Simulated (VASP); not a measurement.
# ZnWO4 in VASP: further runs, part 3 of 3

VASP 6.6.1.

### 4 Single point, PBE

File INCAR:

```
ALGO = Normal ; EDIFF = 1E-6
ENCUT = 1000 ; GGA = PE
GGA_COMPAT = F ; ISIF = 2
ISMEAR = -1 ; ISYM = 0
LASPH = T ; LCHARG = F
LREAL = Auto ; LWAVE = F
NBANDS = 90 ; NELM = 120
PREC = Accurate ; SIGMA = 0.1034
```

File KPOINTS:

```
k-points
0
Gamma
  1 1 1
```

File POSCAR:

```
ZnWO4
1.0
    6.3295770000      0.1311510000     -0.0352210000
    0.1311510000      5.9276150000     -0.0312300000
   -0.0352210000     -0.0312300000      6.2590500000
W O Zn
3 12 3
Direct
    0.7391542945      0.6762756141      0.8255939545
    0.6695177028      0.5652347649      0.3435154480
    0.3629089682      0.0095403061      0.2301036037
    0.6697198403      0.4135933426      0.5860559865
    0.2254381372      0.1147375848     -0.0071832928
   -0.0193893509      0.4595268794      0.8119593408
    0.9321235189      0.6618769141      0.4156726242
    0.5246990975      0.2359629946      0.2845212215
    0.3306558394      0.5837756043      0.2649655046
    0.5890358190      0.8498249180      0.0609852075
    0.9003085927      0.9215545014      0.8265340453
    0.1610319799      0.0929447272      0.4302294072
    0.5539834767      0.8162382689      0.4900638233
    0.4217944686      0.6394542944      0.7785025172
    0.7195051911      0.4597742161      0.0681513075
    0.3093969273      0.4529547372      0.9799875453
    0.1877685268      0.9018678294      0.7263625834
    0.1571615058      0.4457609527      0.5143195053
```

Potentials or basis: VASP PAW PBE potentials, release 64 (W_sv, O_h, Zn).

Started as:

```sh
$ cat potpaw_PBE.64/W_sv/POTCAR potpaw_PBE.64/O_h/POTCAR potpaw_PBE.64/Zn/POTCAR > POTCAR
$ mpirun -np 1 vasp_gam > vasp.out
```

OUTCAR:

```text
EDIFF = 1E-6
   ENCUT = 1000
   GGA = PE
   ISIF = 2
   ISMEAR = -1
   ISYM = 0
   LASPH = T
   LREAL = Auto
   NELM = 120
   PREC = Accurate

 ion  position               nearest neighbor table
   1  0.739  0.676  0.826-  11 1.81   6 1.96  15 2.01  10 2.01  14 2.05   4 2.21   2 3.11  16 3.24
                            17 3.26   2 3.35
   2  0.670  0.565  0.344-   4 1.77   7 1.83  15 1.85  13 1.87   9 2.19   8 2.22  10 2.49   1 3.11
                             3 3.28   1 3.35
   3  0.363  0.010  0.230-   8 1.75   5 1.82  12 1.85  10 1.99  13 2.30  16 3.08   2 3.28
   4  0.670  0.414  0.586-   2 1.77   1 2.21
   5  0.225  0.115  0.993-   3 1.82  17 2.10  16 2.10
   6  0.981  0.460  0.812-   1 1.96  18 2.18
   7  0.932  0.662  0.416-   2 1.83  18 1.97
   8  0.525  0.236  0.285-   3 1.75   2 2.22
   9  0.331  0.584  0.265-  16 1.94  18 2.11   2 2.19
  10  0.589  0.850  0.061-   3 1.99   1 2.01   2 2.49
  11  0.900  0.922  0.827-   1 1.81  17 1.93
  12  0.161  0.093  0.430-   3 1.85  18 2.15  17 2.18
  13  0.554  0.816  0.490-   2 1.87   3 2.30
  14  0.422  0.639  0.779-  16 1.85   1 2.05  17 2.13
  15  0.720  0.460  0.068-   2 1.85   1 2.01
  16  0.309  0.453  0.980-  14 1.85   9 1.94   5 2.10   3 3.08   1 3.24
  17  0.188  0.902  0.726-  11 1.93   5 2.10  14 2.13  12 2.18  18 3.01   1 3.26
  18  0.157  0.446  0.514-   7 1.97   9 2.11  12 2.15   6 2.18  17 3.01

IMPORTANT INFORMATION: All symmetrisations will be switched off!
NOSYMM: (Re-)initialisation of all symmetry stuff for point group C_1.

----------------------------------------------------------------------------------------

                                     Primitive cell

  volume of cell :     234.7142

  direct lattice vectors                    reciprocal lattice vectors
     6.329577000  0.131151000 -0.035221000     0.158065663 -0.003492676  0.000872042
     0.131151000  5.927615000 -0.031230000    -0.003492676  0.168783525  0.000822504
    -0.035221000 -0.031230000  6.259050000     0.000872042  0.000822504  0.159777666

  length of vectors
     6.331033573  5.929147956  6.259227008     0.158106650  0.168821662  0.159782163

  position of ions in fractional coordinates (direct lattice)
     0.739154294  0.676275614  0.825593955
     0.669517703  0.565234765  0.343515448
     0.362908968  0.009540306  0.230103604
     0.669719840  0.413593343  0.586055986
     0.225438137  0.114737585  0.992816707
     0.980610649  0.459526879  0.811959341
[... 10 lines left out ...]
     0.187768527  0.901867829  0.726362583
     0.157161506  0.445760953  0.514319505

  ion indices of the primitive-cell ions
   primitive index   ion index
                 1           1
                 2           2
                 3           3
                 4           4
                 5           5
                 6           6
[... 10 lines left out ...]
                17          17
                18          18

----------------------------------------------------------------------------------------

 KPOINTS: k-points

Automatic generation of k-mesh.
 Grid dimensions read from file:
 generate k-points for:    1    1    1

 Generating k-lattice:

  Cartesian coordinates                     Fractional coordinates (reciprocal lattice)
     0.158065663 -0.003492676  0.000872042     1.000000000  0.000000000  0.000000000
    -0.003492676  0.168783525  0.000822504     0.000000000  1.000000000 -0.000000000
     0.000872042  0.000822504  0.159777666     0.000000000  0.000000000  1.000000000

  Length of vectors
     0.158106650  0.168821662  0.159782163

  Shift w.r.t. Gamma in fractional coordinates (k-lattice)
     0.000000000  0.000000000  0.000000000

 Subroutine IBZKPT returns following result:
 ===========================================

 Found      1 irreducible k-points:

 Following reciprocal coordinates:
            Coordinates               Weight
  0.000000  0.000000  0.000000      1.000000
   k-points           NKPTS =      1   k-points in BZ     NKDIM =      1   number of bands    NBANDS=     90
   number of dos      NEDOS =    301   number of ions     NIONS =     18
   total plane-waves  NPLWV = 313600
   dimension x,y,z NGX =    70 NGY =   64 NGZ =   70
   dimension x,y,z NGXF=   140 NGYF=  128 NGZF=  140
   ions per type =               3  12   3
   NGX,Y,Z   is equivalent  to a cutoff of  18.38, 17.94, 18.59 a.u.
   NGXF,Y,Z  is equivalent  to a cutoff of  36.76, 35.89, 37.18 a.u.
 SYSTEM =  unknown system
   PREC   = accura    normal or accurate (medium, high low for compatibility)
   ISTART =      0    job   : 0-new  1-cont  2-samecut
   ICHARG =      2    charge: 1-file 2-atom 10-const
   ISPIN  =      1    spin polarized calculation?
   LNONCOLLINEAR =      F non collinear calculations
   LSORBIT =      F    spin-orbit coupling
   LASPH  =      T    aspherical Exc in radial PAW
   ENCUT  = 1000.0 eV  73.50 Ry    8.57 a.u.  16.32 15.29 16.14*2*pi/ulx,y,z
   NELM   =    120;   NELMIN=  2; NELMDL= -5     # of ELM steps
   EDIFF  = 0.1E-05   stopping-criterion for ELM
   LREAL  =      T    real-space projection
   EDIFFG = 0.1E-04   stopping-criterion for IOM
   NSW    =      0    number of steps for IOM
   IBRION =     -1    ionic relax: 0-MD 1-quasi-New 2-CG
   NFREE  =      0    steps in history (QN), initial steepest desc. (CG)
   ISIF   =      2    stress and relaxation
   ISYM   =      0    0-nonsym 1-usesym 2-fastsym
   POTIM  = 0.5000    time-step for ionic-motion
   TEBEG  =    0.0;   TEEND  =   0.0 temperature during run
   PSTRESS=    0.0 pullay stress
   NELECT =     150.0000    total number of electrons
   NUPDOWN=      -1.0000    fix difference up-down
   EMIN   =  10.00;   EMAX   =-10.00  energy-range for DOS
   EFERMI =   0.00;   METHOD = LEGACY
   ISMEAR =    -1;   SIGMA  =   0.10  broadening in eV -4-tet -1-fermi 0-gaus
   EFERMI_NEDOS =   21; number of points for ismear=-14 and -15
   IALGO  =     38    algorithm
   IMIX   =      4    mixing-type and parameters
     AMIX     =   0.40;   BMIX     =  1.00
     AMIX_MAG =   1.60;   BMIX_MAG =  1.00
  volume/ion in A,a.u.               =      13.04        88.00
  Fermi-wavevector in a.u.,A,eV,Ry     =   1.410129  2.664757 27.054683  1.988463
  Thomas-Fermi vector in A             =   2.532114
   LORBIT       =      0    0 simple, 1 ext, 2 COOP (PROOUT), +10 PAW based schemes
   GGA     = PE    functional components
   LHFCALC =     F    Hartree Fock is set to
   AEXX    =    0.0000 exact exchange contribution
   IVDW    =     0    specifies the selected vdW correction
   LEPSILON=     F    determine dielectric tensor
   LRPA    =     F    only Hartree local field effects (RPA)
 non-spin polarized calculation
  energy-cutoff  :     1000.00
  volume of cell :      234.71
 maximum number of plane-waves:      8419
 NGX is ok and might be reduce to    70
   NGX = 33   NGY = 31   NGZ = 33

 number of electron     149.9999999 magnetization

 Free energy of the ion-electron system (eV)
  ---------------------------------------------------
  ext. energy  EPLUGINS =         0.00000000
  ---------------------------------------------------
  free energy    TOTEN  =      -128.95881365 eV

  energy without entropy =     -128.95868119  energy(sigma->0) =     -128.95874742

 E-fermi :   3.3808     XC(G=0): -10.2065

 val. band max:        2.2629234559   @ k =   0.0000   0.0000   0.0000
 cond. band min:       4.4694549747   @ k =   0.0000   0.0000   0.0000
 fundamental gap:      2.2065315189
 Fermi energy:         3.3807691450

 k-point     1 :       0.0000    0.0000    0.0000
  band No.  band energies     occupation
      1     -72.8459      2.00000
      2     -72.8299      2.00000
      3     -72.0277      2.00000
      4     -37.2340      2.00000
      5     -37.0920      2.00000
      6     -37.0879      2.00000
[... 79 lines left out ...]
     86       7.4370      0.00000
     87       7.5886      0.00000
 [bands above 87 left out]

------------------------ aborting loop because EDIFF is reached ----------------------------------------

  FORCE on cell =-STRESS in cart. coord.  units (eV):
  Direction    XX          YY          ZZ          XY          YZ          ZX
  --------------------------------------------------------------------------------------
  -------------------------------------------------------------------------------------
  Total       -3.0797028     -2.1771915     10.4710767      5.1105372     -1.6175371     -3.6098145
  in kB      -21.0222858    -14.8616746     71.4763664     34.8849161    -11.0414314    -24.6408686
  external PRESSURE =      11.8641353 kB  Pullay stress =       0.0000000 kB

 VOLUME and BASIS-vectors are now :
 -----------------------------------------------------------------------------
  energy-cutoff  :     1000.00
  volume of cell :      234.71
      direct lattice vectors                 reciprocal lattice vectors
     6.329577000  0.131151000 -0.035221000     0.158065663 -0.003492676  0.000872042
     0.131151000  5.927615000 -0.031230000    -0.003492676  0.168783525  0.000822504
    -0.035221000 -0.031230000  6.259050000     0.000872042  0.000822504  0.159777666

 POSITION                                       TOTAL-FORCE (eV/Angst)
 -----------------------------------------------------------------------------------
      4.73815      4.07986      5.12028         1.116516     -1.172506     -0.108282
      4.29980      3.42757      2.10885        -0.985647      0.688762      0.319902
      2.29021      0.09696      1.42715         1.545086     -1.464037      0.998996
      4.27265      2.52115      3.63165         0.273763     -1.208136      1.549786
      1.40701      0.67868      6.20257         0.900509      0.007341     -0.773415
      6.23852      2.82715      5.03320         0.178220      1.358051     -0.788183
[... 10 lines left out ...]
      1.28119      5.34787      4.51156         0.400211     -0.046384     -0.261222
      1.03511      2.64685      3.19969        -0.281861      0.120643     -0.224396
 -----------------------------------------------------------------------------------
    total drift:                                0.005045     -0.012587     -0.008549

  FREE ENERGIE OF THE ION-ELECTRON SYSTEM (eV)
  ---------------------------------------------------
  free  energy   TOTEN  =      -128.9588136477 eV

  energy  without entropy=     -128.9586811913  energy(sigma->0) =     -128.95874742
```

Run time: 3.1 min. Hardware: 1 thread of AMD EPYC 7R43 (Zen 3), shared host; peak memory 0.58 GiB.

Results:

```
Free energy   : -128.9588 eV
Pressure      : 1.2 GPa
Largest force : 2.351 eV/Å
```

Forces on the atoms (eV/Å):
```
W    1.117 -1.173 -0.108
W   -0.986  0.689  0.320
W    1.545 -1.464  0.999
O    0.274 -1.208  1.550
O    0.901  0.007 -0.773
O    0.178  1.358 -0.788
O    0.069  0.605 -0.502
O    0.282 -1.184  0.110
O   -0.321  1.163 -0.114
O    0.346  0.052  0.533
O   -0.987 -0.974 -0.774
O    0.248 -0.147  1.674
O    0.136  1.837 -0.744
O   -1.885  0.629 -0.195
O    0.473  0.101 -1.304
Zn  -1.508 -0.366  0.603
Zn   0.400 -0.046 -0.261
Zn  -0.282  0.121 -0.224
```

Stress tensor (GPa, compression positive):
```
-2.10  3.49 -2.46
 3.49 -1.49 -1.10
-2.46 -1.10  7.15
```

Levels at points of the mesh, in eV from the Fermi level:
| k point | band 71 | band 72 | band 73 | band 74 | band 75 | band 76 | band 77 | band 78 | band 79 | band 80 |
| --- | --- | --- | --- | --- | --- | --- | --- | --- | --- | --- |
| (0.00, 0.00, 0.00) | -1.84 | -1.71 | -1.49 | -1.24 | -1.12 | 1.09 | 1.60 | 1.83 | 1.96 | 1.99 |

Caveat: the k points lie up to 1.06 Å⁻¹ apart, too coarse for converged energies, forces and pressures; the atoms stand as in a frame of molecular dynamics; spin-orbit coupling is left out, which moves the levels of the heavy elements.

### 5 The runs side by side

```tsv
cell	smearing	pressure (GPa)	largest force (eV/Å)
as given, atomic positions A	fermi-dirac 0.05 eV	8.0	2.37
as given, atomic positions B	fermi-dirac 0.05 eV	7.7	2.77
as given, atomic positions C	fermi-dirac 0.1034 eV	1.2	2.35
```

Alike in all rows: task single point; level PBE; potentials or basis VASP PAW PBE potentials, release 64 (W_sv, O_h, Zn); no spin polarisation; k mesh 1 × 1 × 1; cutoff (eV) 1000.

Caveats: all runs use coarse meshes; the atoms stand as in a frame of molecular dynamics; spin-orbit coupling is left out, which moves the levels of the heavy elements.

Absolute energies hang on the potentials; compare differences alone.
